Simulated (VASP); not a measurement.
# Ir (Fm-3m) in VASP: further runs

The runs below take Ir through single point, with revPBE.

Everything below comes from runs of VASP 6.6.1. Logs are shortened: lines on timing, memory, paths and dates and some standing lists are left out, and cuts for length are marked.

**1. The cell of the first run**

It takes space group Fm-3m (No. 225, cubic). Conventional cell: a = 3.883 Å, b = 3.883 Å, c = 3.883 Å, α = 90.00°, β = 90.00°, γ = 90.00°. Within 3.6 Å of Ir (site symmetry m-3m) lie 12 Ir at 2.75 Å.

**2. Single point, revPBE, collinear spin**

The input, INCAR:

```
PREC = Accurate
ENCUT = 500
EDIFF = 1E-6
ISMEAR = -1
SIGMA = 0.1
LREAL = F
LASPH = T
NELM = 200
ALGO = Normal
ISIF = 2
LWAVE = F
LCHARG = T
ISPIN = 2
MAGMOM = 1
LORBIT = 11
LMAXMIX = 4
GGA = RE
LELF = T
LVHAR = T
NBANDS = 14
GGA_COMPAT = F
```

The input, KPOINTS:

```
Automatic mesh
0
Gamma
  7 7 7
```

The input, POSCAR:

```
Ir
1.0
    0.0000000000      1.9413563894      1.9413563894
    1.9413563894      0.0000000000      1.9413563894
    1.9413563894      1.9413563894      0.0000000000
Ir
1
Direct
    0.0000000000      0.0000000000      0.0000000000
```

Potentials or basis: VASP PAW PBE potentials, release 64 (Ir).

Run with:

```sh
$ cat potpaw_PBE.64/Ir/POTCAR > POTCAR
$ mpirun -np 1 vasp_std > vasp.out
```

OUTCAR:

```text
PREC = Accurate
   ENCUT = 500
   EDIFF = 1E-6
   ISMEAR = -1
   LREAL = F
   LASPH = T
   NELM = 200
   ISIF = 2
   ISPIN = 2
   LORBIT = 11
   GGA = RE

 ion  position               nearest neighbor table
   1  0.000  0.000  0.000-

  LATTYP: Found a face centered cubic cell.
 ALAT       =     3.8827127788

  Lattice vectors:

 A1 = (   0.0000000000,   1.9413563894,   1.9413563894)
 A2 = (   1.9413563894,   0.0000000000,   1.9413563894)
 A3 = (   1.9413563894,   1.9413563894,   0.0000000000)

Analysis of symmetry for initial positions (statically):
=====================================================================
 Subroutine PRICEL returns:
 Original cell was already a primitive cell.

 Routine SETGRP: Setting up the symmetry group for a
 face centered cubic supercell.

 Subroutine GETGRP returns: Found 48 space group operations
 (whereof 48 operations were pure point group operations)
 out of a pool of 48 trial point group operations.

The static configuration has the point symmetry O_h .

Analysis of symmetry for dynamics (positions and initial velocities):
=====================================================================
 Subroutine PRICEL returns:
 Original cell was already a primitive cell.

 Routine SETGRP: Setting up the symmetry group for a
 face centered cubic supercell.

 Subroutine GETGRP returns: Found 48 space group operations
 (whereof 48 operations were pure point group operations)
 out of a pool of 48 trial point group operations.

The dynamic configuration has the point symmetry O_h .

Analysis of structural, dynamic, and magnetic symmetry:
=====================================================================
 Subroutine PRICEL returns:
 Original cell was already a primitive cell.

 Routine SETGRP: Setting up the symmetry group for a
 face centered cubic supercell.

 Subroutine GETGRP returns: Found 48 space group operations
 (whereof 48 operations were pure point group operations)
 out of a pool of 48 trial point group operations.

The overall configuration has the point symmetry O_h .

 Subroutine INISYM returns: Found 48 space group operations
 (whereof 48 operations are pure point group operations),
 and found     1 'primitive' translations

----------------------------------------------------------------------------------------

                                     Primitive cell

  volume of cell :      14.6334

  direct lattice vectors                    reciprocal lattice vectors
     0.000000000  1.941356389  1.941356389    -0.257551886  0.257551886  0.257551886
     1.941356389  0.000000000  1.941356389     0.257551886 -0.257551886  0.257551886
     1.941356389  1.941356389  0.000000000     0.257551886  0.257551886 -0.257551886

  length of vectors
     2.745492535  2.745492535  2.745492535     0.446092953  0.446092953  0.446092953

  position of ions in fractional coordinates (direct lattice)
     0.000000000  0.000000000  0.000000000

  ion indices of the primitive-cell ions
   primitive index   ion index
                 1           1

----------------------------------------------------------------------------------------

 KPOINTS: Automatic mesh

Automatic generation of k-mesh.
 Grid dimensions read from file:
 generate k-points for:    7    7    7

 Generating k-lattice:

  Cartesian coordinates                     Fractional coordinates (reciprocal lattice)
    -0.036793127  0.036793127  0.036793127     0.142857143  0.000000000  0.000000000
     0.036793127 -0.036793127  0.036793127     0.000000000  0.142857143  0.000000000
     0.036793127  0.036793127 -0.036793127     0.000000000  0.000000000  0.142857143

  Length of vectors
     0.063727565  0.063727565  0.063727565

  Shift w.r.t. Gamma in fractional coordinates (k-lattice)
     0.000000000  0.000000000  0.000000000

 Subroutine IBZKPT returns following result:
 ===========================================

 Found     20 irreducible k-points:

 Following reciprocal coordinates:
            Coordinates               Weight
  0.000000  0.000000  0.000000      1.000000
  0.142857  0.000000  0.000000      8.000000
  0.285714  0.000000  0.000000      8.000000
  0.428571  0.000000  0.000000      8.000000
  0.142857  0.142857  0.000000      6.000000
  0.285714  0.142857  0.000000     24.000000
[... 12 lines left out ...]
 -0.428571  0.428571  0.142857     24.000000
 -0.285714  0.428571  0.142857     24.000000
   k-points           NKPTS =     20   k-points in BZ     NKDIM =     20   number of bands    NBANDS=     14
   number of dos      NEDOS =    301   number of ions     NIONS =      1
   total plane-waves  NPLWV =   8000
   dimension x,y,z NGX =    20 NGY =   20 NGZ =   20
   dimension x,y,z NGXF=    40 NGYF=   40 NGZF=   40
   ions per type =               1
   NGX,Y,Z   is equivalent  to a cutoff of  12.11, 12.11, 12.11 a.u.
   NGXF,Y,Z  is equivalent  to a cutoff of  24.22, 24.22, 24.22 a.u.
 SYSTEM =  unknown system
   PREC   = accura    normal or accurate (medium, high low for compatibility)
   ISTART =      0    job   : 0-new  1-cont  2-samecut
   ICHARG =      2    charge: 1-file 2-atom 10-const
   ISPIN  =      2    spin polarized calculation?
   LNONCOLLINEAR =      F non collinear calculations
   LSORBIT =      F    spin-orbit coupling
   LASPH  =      T    aspherical Exc in radial PAW
   ENCUT  =  500.0 eV  36.75 Ry    6.06 a.u.   5.01  5.01  5.01*2*pi/ulx,y,z
   NELM   =    200;   NELMIN=  2; NELMDL= -5     # of ELM steps
   EDIFF  = 0.1E-05   stopping-criterion for ELM
   LREAL  =      F    real-space projection
   EDIFFG = 0.1E-04   stopping-criterion for IOM
   NSW    =      0    number of steps for IOM
   IBRION =     -1    ionic relax: 0-MD 1-quasi-New 2-CG
   NFREE  =      0    steps in history (QN), initial steepest desc. (CG)
   ISIF   =      2    stress and relaxation
   ISYM   =      2    0-nonsym 1-usesym 2-fastsym
   POTIM  = 0.5000    time-step for ionic-motion
   TEBEG  =    0.0;   TEEND  =   0.0 temperature during run
   PSTRESS=    0.0 pullay stress
   NELECT =       9.0000    total number of electrons
   NUPDOWN=      -1.0000    fix difference up-down
   EMIN   =  10.00;   EMAX   =-10.00  energy-range for DOS
   EFERMI =   0.00;   METHOD = LEGACY
   ISMEAR =    -1;   SIGMA  =   0.10  broadening in eV -4-tet -1-fermi 0-gaus
   EFERMI_NEDOS =   21; number of points for ismear=-14 and -15
   IALGO  =     38    algorithm
   IMIX   =      4    mixing-type and parameters
     AMIX     =   0.40;   BMIX     =  1.00
     AMIX_MAG =   1.60;   BMIX_MAG =  1.00
  volume/ion in A,a.u.               =      14.63        98.75
  Fermi-wavevector in a.u.,A,eV,Ry     =   1.392217  2.630909 26.371756  1.938269
  Thomas-Fermi vector in A             =   2.515981
   LORBIT       =     11    0 simple, 1 ext, 2 COOP (PROOUT), +10 PAW based schemes
   GGA     = RE    functional components
   LHFCALC =     F    Hartree Fock is set to
   AEXX    =    0.0000 exact exchange contribution
   IVDW    =     0    specifies the selected vdW correction
   LEPSILON=     F    determine dielectric tensor
   LRPA    =     F    only Hartree local field effects (RPA)
 spin polarized calculation
  energy-cutoff  :      500.00
  volume of cell :       14.63
 maximum number of plane-waves:       379
   NGX =  9   NGY =  9   NGZ =  9

 number of electron       9.0000000 magnetization      -0.0004588

 number of electron       9.0000000 magnetization       0.0000274

 Free energy of the ion-electron system (eV)
  ---------------------------------------------------
  ext. energy  EPLUGINS =         0.00000000
  ---------------------------------------------------
  free energy    TOTEN  =        -8.40209445 eV

  energy without entropy =       -8.38234271  energy(sigma->0) =       -8.39221858

 E-fermi :   9.9579     XC(G=0): -13.7552

 val. band max:        9.8749013780   @ k =   0.2857   0.2857   0.0000
 cond. band min:      10.0110977454   @ k =  -0.4286   0.4286   0.0000
 fundamental gap:      0.1361963674
 Fermi energy:         9.9578829954

 spin component 1

 k-point     1 :       0.0000    0.0000    0.0000
  band No.  band energies     occupation
      1      -0.8603      1.00000
      2       6.2040      1.00000
      3       6.2040      1.00000
      4       6.2040      1.00000
      5       8.7511      0.99999
      6       8.7511      0.99999
      7      24.2398      0.00000
      8      29.6529      0.00000
      9      29.6529      0.00000
     10      29.6529      0.00000
     11      34.4381      0.00000
     12      42.2316      0.00000
     13      42.2316      0.00000
     14      42.2317      0.00000
[... 307 lines left out ...]
 k-point    20 :      -0.2857    0.4286    0.1429
  band No.  band energies     occupation
      1       3.9240      1.00000
      2       4.6573      1.00000
      3       5.9070      1.00000
      4       8.3866      1.00000
      5      10.8186      0.00018
      6      16.3368      0.00000
      7      18.5131      0.00000
      8      20.1830      0.00000
      9      23.9798      0.00000
     10      32.5899      0.00000
     11      35.7817      0.00000
     12      38.8635      0.00000
     13      41.6706      0.00000
     14      42.6362      0.00000
 Fermi energy:         9.9578829954

 spin component 2

 k-point     1 :       0.0000    0.0000    0.0000
  band No.  band energies     occupation
      1      -0.8603      1.00000
      2       6.2040      1.00000
      3       6.2040      1.00000
      4       6.2040      1.00000
      5       8.7512      0.99999
      6       8.7512      0.99999
      7      24.2398      0.00000
      8      29.6529      0.00000
      9      29.6529      0.00000
     10      29.6529      0.00000
     11      34.4382      0.00000
     12      42.2316      0.00000
     13      42.2317      0.00000
     14      42.2319      0.00000
[... 307 lines left out ...]
 k-point    20 :      -0.2857    0.4286    0.1429
  band No.  band energies     occupation
      1       3.9240      1.00000
      2       4.6573      1.00000
      3       5.9070      1.00000
      4       8.3866      1.00000
      5      10.8187      0.00018
      6      16.3368      0.00000
      7      18.5131      0.00000
      8      20.1830      0.00000
      9      23.9798      0.00000
     10      32.5899      0.00000
     11      35.7817      0.00000
     12      38.8635      0.00000
     13      41.6706      0.00000
     14      42.6323      0.00000

------------------------ aborting loop because EDIFF is reached ----------------------------------------

  FORCE on cell =-STRESS in cart. coord.  units (eV):
  Direction    XX          YY          ZZ          XY          YZ          ZX
  --------------------------------------------------------------------------------------
  -------------------------------------------------------------------------------------
  Total       -0.0757236     -0.0757236     -0.0757236      0.0000000     -0.0000000      0.0000000
  in kB       -8.2907883     -8.2907883     -8.2907883      0.0000000     -0.0000000      0.0000000
  external PRESSURE =      -8.2907883 kB  Pullay stress =       0.0000000 kB

 VOLUME and BASIS-vectors are now :
 -----------------------------------------------------------------------------
  energy-cutoff  :      500.00
  volume of cell :       14.63
      direct lattice vectors                 reciprocal lattice vectors
     0.000000000  1.941356389  1.941356389    -0.257551886  0.257551886  0.257551886
     1.941356389  0.000000000  1.941356389     0.257551886 -0.257551886  0.257551886
     1.941356389  1.941356389  0.000000000     0.257551886  0.257551886 -0.257551886

 POSITION                                       TOTAL-FORCE (eV/Angst)
 -----------------------------------------------------------------------------------
      0.00000      0.00000      0.00000         0.000000     -0.000000     -0.000000
 -----------------------------------------------------------------------------------
    total drift:                                0.000000      0.000000     -0.000000

  FREE ENERGIE OF THE ION-ELECTRON SYSTEM (eV)
  ---------------------------------------------------
  free  energy   TOTEN  =        -8.4020944478 eV

  energy  without entropy=       -8.3823427145  energy(sigma->0) =       -8.39221858

 total charge

# of ion       s       p       d       tot
------------------------------------------
    1        0.654   0.688   6.949   8.290

 magnetization (x)

# of ion       s       p       d       tot
------------------------------------------
    1        0.000   0.000  -0.000   0.000
```

Run time: 21 s. Hardware: 1 thread of Intel Xeon 8259CL, shared host; peak memory 0.13 GiB.

What came out:

```yaml
Free_energy: -8.4021 eV
Pressure: -0.8 GPa
Net_moment: 0.00 μB per cell
Valence_electrons_inside_the_program's_atomic_spheres: Ir 8.29
```

Caveat: the k points lie up to 0.40 Å⁻¹ apart; the PAW data sets were made with another functional, which shifts forces and pressure a little; spin-orbit coupling is left out, which moves the levels of the heavy elements.

(Part 1 of 2 ends here.)
